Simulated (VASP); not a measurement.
A run of VASP 6.6.1 is set up as follows.

INCAR

```
PREC = Accurate
ENCUT = 520
EDIFF = 1E-7
ISMEAR = -1
SIGMA = 0.02
LREAL = F
LASPH = T
NELM = 60
ALGO = Normal
ISIF = 2
LWAVE = F
LCHARG = T
GGA = PE
LELF = T
LVHAR = T
NBANDS = 15
```

KPOINTS

```
regular mesh
0
Gamma
  6 6 6
```

POSCAR

```
KI
1.0
   -0.0937463197      3.5442842980      3.5442842980
    3.5442842980     -0.0937463197      3.5442842980
    3.4505379783      3.4505379783      0.0000000000
K I
1 1
Direct
    0.0000000000      0.0000000000      0.0000000000
    0.5000000000      0.5000000000      0.5000000000
```

Potentials or basis: VASP PAW PBE potentials, release 64 (K_sv, I).

Run with:

```bash
$ cat potpaw_PBE.64/K_sv/POTCAR potpaw_PBE.64/I/POTCAR > POTCAR
$ mpirun -np 1 vasp_std > vasp.out
```

**Question.** Predict the pressure.

**Answer.** 0.5 GPa.

**Question.** What does it give for the band gap on the k mesh?

**Answer.** 3.86 eV, direct.

Stress tensor (GPa, compression positive):
```
0.49 0.19 0.00
0.19 0.49 0.00
0.00 0.00 0.47
```

Caveat: the cell differs from its parent crystal (shear xy strain -5.3%); spin-orbit coupling is left out, which moves the levels of the heavy elements.
